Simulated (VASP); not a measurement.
Write the native input for VASP 6.6.1 that does the following.

```yaml
Task: single point
Functional: LDA
Potentials_or_basis: VASP PAW LDA potentials, release 64 (Co_sv)
Cutoff: 690 eV
k_mesh: 16 × 16 × 16
Occupations: fermi-dirac, width 0.05 eV
Spin: collinear spin, ferromagnetic start
Starting_moments: "[1.7] μB"
Dipole_correction: no
Further_INCAR_settings: ALGO = Normal; EDIFF = 1e-06; NBANDS = 18
```

The structure of Co lies in POSCAR:

```
Co
1.0
   -1.3665268818      1.3665268818      1.3665268818
    1.3665268818     -1.3665268818      1.3665268818
    1.3665268818      1.3665268818     -1.3665268818
Co
1
Direct
    0.0000000000      0.0000000000      0.0000000000
```

This isn't the form of Co at room conditions, which is hcp.

The input as run:

INCAR

```
SYSTEM = Co
  PREC = Accurate
  ENCUT = 690
  EDIFF = 1E-6
  ISMEAR = -1
  SIGMA = 0.05
  LREAL = .False.
  LASPH = .True.
  NELM = 200
  ALGO = Normal
  ISIF = 2
  LWAVE = .False.
  LCHARG = .True.
  ISPIN = 2
  MAGMOM = 1.7
  LORBIT = 11
  LMAXMIX = 4
  LELF = .True.
  LVHAR = .True.
  NBANDS = 18
  GGA_COMPAT = .False.
```

KPOINTS

```
Automatic mesh
0
Gamma
  16 16 16
  0 0 0
```

Potentials or basis: VASP PAW LDA potentials, release 64 (Co_sv).

Command:

```bash
$ cat potpaw_LDA.64/Co_sv/POTCAR > POTCAR
$ mpirun -np 1 vasp_std > vasp.out
```

Results of the run:

| Quantity | Value |
| --- | --- |
| Pressure | -1.4 GPa |
| Net moment | 1.62 μB per cell |
| Site moments | Co +1.64 μB |
| Valence electrons inside the program's atomic spheres | Co 15.12 |

Wall time 56 s on 1 thread of Intel(R) Xeon(R) Platinum 8259CL CPU @ 2.50GHz (Skylake/Cascade Lake), on a shared host, peak memory 0.16 GiB.
